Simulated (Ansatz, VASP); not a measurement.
# One calculation of SnSe, two programs

Contents of INCAR:

```
SYSTEM = SnSe
  PREC = Accurate
  ENCUT = 520
  EDIFF = 1E-6
  ISMEAR = 0
  SIGMA = 0.01
  LREAL = .False.
  LASPH = .True.
  NELM = 60
  ALGO = Normal
  ISIF = 2
  LWAVE = .False.
  LCHARG = .False.
  GGA = CA
  NBANDS = 28
```

KPOINTS

```
Automatic mesh
0
Gamma
  4 4 2
  0 0 0
```

Contents of POSCAR:

```
SnSe
1.0
    4.2853274200      0.0000000000      0.0000000000
    0.0000000000      4.2853274200      0.0000000000
    0.0000000000      0.0000000000     10.9906921300
Sn Se
2 2
Direct
    0.5000000000      0.0000000000      0.3722291100
    0.0000000000      0.5000000000      0.6277708900
    0.5000000000      0.0000000000      0.6160394900
    0.0000000000      0.5000000000      0.3839605100
```

Input for Ansatz:

```yaml
crystal:
  lattice:
    - [4.28532742, 0.0, 0.0]
    - [0.0, 4.28532742, 0.0]
    - [0.0, 0.0, 10.99069213]
  atoms:
    - { symbol: Sn, position: [0.5, 0.0, 0.37222911] }
    - { symbol: Sn, position: [0.0, 0.5, 0.62777089] }
    - { symbol: Se, position: [0.5, 0.0, 0.61603949] }
    - { symbol: Se, position: [0.0, 0.5, 0.38396051] }
basis:
  ecutwfc: 517.016338673772
kpoints:
  mp_grid:
    grid: [4, 4, 2]
    shift: [0.0, 0.0, 0.0]
  band_path:
    path:
      - [0.25, 0.25, 0.0]
      - [0.2431796895833976, 0.25, 0.0]
      - [0.2568203104166024, 0.25, 0.0]
      - [0.25, 0.2431796895833976, 0.0]
      - [0.25, 0.2568203104166024, 0.0]
      - [0.25, 0.25, -0.01749222980490692]
      - [0.25, 0.25, 0.01749222980490692]
      - [0.2568203104166024, 0.2568203104166024, 0.0]
      - [0.2568203104166024, 0.2431796895833976, 0.0]
      - [0.2431796895833976, 0.2568203104166024, 0.0]
      - [0.2431796895833976, 0.2431796895833976, 0.0]
      - [0.2568203104166024, 0.25, 0.01749222980490692]
      - [0.2568203104166024, 0.25, -0.01749222980490692]
      - [0.2431796895833976, 0.25, 0.01749222980490692]
      - [0.2431796895833976, 0.25, -0.01749222980490692]
      - [0.25, 0.2568203104166024, 0.01749222980490692]
      - [0.25, 0.2568203104166024, -0.01749222980490692]
      - [0.25, 0.2431796895833976, 0.01749222980490692]
      - [0.25, 0.2431796895833976, -0.01749222980490692]
    npoints: 1
hamiltonian:
  xc: lda
  pseudopotentials:
    kind: paw
scf:
  occupations:
    method: fixed
```

Alike in both runs: task single point; functional LDA; k mesh 4 × 4 × 2; no spin polarisation.

|  | VASP | Ansatz |
| --- | --- | --- |
| version | VASP 6.6.1 | Ansatz 0.2.0 |
| potentials or method | VASP PAW LDA potentials, release 64 (Sn_d, Se), cutoff 520 eV | plane waves, PAW |
| occupations | gaussian, width 0.01 eV | fixed |
| valence electrons in the cell | 40 | 60 |

VASP gave:

| Quantity | Value |
| --- | --- |
| gap on the k mesh at the Fermi level (eV) | 1.58 |

**Question.** Estimate Ansatz's values.

**Answer.** gap on the k mesh at the Fermi level (eV): 1.60.

LDA's correlation is that of Perdew and Zunger in VASP and of Perdew and Wang (1992) in Ansatz. VASP's potentials hold 40 valence electrons a cell and Ansatz's 60, so a difference there can come from the potentials and not from the codes.
